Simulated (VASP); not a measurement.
Wanted: the native input for a VASP 6.6.1 run.

* Task: relaxation of cell and atoms
* Functional: PBE
* Potentials or basis: VASP PAW PBE potentials, release 64 (Sc_sv)
* Cutoff: 600 eV
* k mesh: 16 × 16 × 16
* Occupations: gaussian, width 0.1 eV
* Spin: no spin polarisation
* Dipole correction: no
* Further INCAR settings: ALGO = Normal; EDIFF = 1e-07; IBRION = 2; EDIFFG = -0.01; NSW = 80; ISIF = 3

The structure of Sc lies in POSCAR:

```
Sc
1.0
   -1.8470437550      1.8470437550      1.8394025449
    1.8470437550     -1.8470437550      1.8394025449
    1.8470437550      1.8470437550     -1.8394025449
Sc
1
Direct
    0.5000000000      0.5000000000      0.0000000000
```

This isn't the form of Sc at room conditions, which is hcp.

One way to write it, as run:

INCAR

```
SYSTEM = Sc
PREC = Accurate
ENCUT = 600
EDIFF = 1E-7
ISMEAR = 0
SIGMA = 0.1
LREAL = .False.
LASPH = .True.
NELM = 100
ALGO = Normal
ISIF = 3
LWAVE = .False.
LCHARG = .False.
GGA = PE
IBRION = 2
NSW = 80
EDIFFG = -0.01
```

KPOINTS

```
Automatic mesh
0
Gamma
  16 16 16
  0 0 0
```

Potentials or basis: VASP PAW PBE potentials, release 64 (Sc_sv).

The run is started by

```console
$ cat potpaw_PBE.64/Sc_sv/POTCAR > POTCAR
$ mpirun -np 1 vasp_std > vasp.out
```

It gave:

The relaxed volume is 24.90 Å³/atom. The relaxed cell is a = 3.186 Å, b = 3.186 Å, c = 3.186 Å, α = 109.36°, β = 109.36°, γ = 109.69° and the space group after relaxing (to 0.1 Å) is Im-3m (No. 229). The energy gained by relaxing is 0.3 meV/atom. The ionic steps are 3 and the pressure after relaxing is 0.0 GPa. The band gap on the k mesh is zero (an odd number of electrons rules out a gap without spin polarisation).

Run time: 3.9 min on 1 thread of Intel Xeon 8259CL, on a shared host, peak memory 0.26 GiB.
